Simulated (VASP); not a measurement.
Pt, 1 atom in the cell. It takes space group Fm-3m (No. 225, cubic). The conventional cell has a = 3.922 Å, b = 3.922 Å, c = 3.922 Å, α = 90.00°, β = 90.00°, γ = 90.00°. Within 3.7 Å of Pt (site symmetry m-3m) lie 12 Pt at 2.77 Å. 

| Property | Result |
| --- | --- |
| Program | VASP 6.6.1 |
| Task | relaxation of cell and atoms |
| Functional | PBEsol |
| Potentials or basis | VASP PAW PBE potentials, release 64 (Pt) |
| Cutoff | 600 eV |
| k mesh | 11 × 11 × 11 |
| Occupations | gaussian, width 0.1 eV |
| Spin | no spin polarisation |
| Target pressure | 30 GPa |
| Dipole correction | no |
| Further INCAR settings | ALGO = Normal; EDIFF = 1e-07; IBRION = 2; EDIFFG = -0.02; NSW = 80; ISIF = 3 |

Potentials or basis: VASP PAW PBE potentials, release 64 (Pt).

Run with:

```bash
$ cat potpaw_PBE.64/Pt/POTCAR > POTCAR
$ mpirun -np 1 vasp_std > vasp.out
```

Hardware: 1 thread of AMD EPYC 9R14 (Zen 4), on a shared host.

Problem. How long does it take, and how much memory?

Solution. Wall time 25 s on 1 thread of AMD EPYC 9R14 (Zen 4) (shared host), peak memory 0.14 GiB. Counts: scf iterations 45, k points 56, ion steps 5.
